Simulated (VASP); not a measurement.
A run of VASP 6.6.1 is set up as follows.

The input INCAR:

```
  PREC = Accurate
  ENCUT = 520
  EDIFF = 1E-7
  ISMEAR = -1
  SIGMA = 0.06122561905347299
  LREAL = False
  LASPH = True
  NELM = 100
  ALGO = Normal
  ISIF = 2
  LWAVE = False
  LCHARG = False
  GGA = PE
  NBANDS = 12
```

Contents of KPOINTS:

```
regular mesh
0
Gamma
  18 18 18
```

POSCAR

```
La
1.0
   -2.0858305957      2.0858305957      2.0858305957
    2.0858305957     -2.0858305957      2.0858305957
    2.0858305957      2.0858305957     -2.0858305957
La
1
Direct
    0.0000000000      0.0000000000      0.0000000000
```

Potentials or basis: VASP PAW PBE potentials, release 64 (La).

Run with:

```sh
$ cat potpaw_PBE.64/La/POTCAR > POTCAR
$ mpirun -np 1 vasp_std > vasp.out
```

Predict the band gap on the k mesh.

zero (an odd number of electrons rules out a gap without spin polarisation).

Predict the pressure.

1.2 GPa.

Caveat: spin-orbit coupling is left out, which moves the levels of the heavy elements.
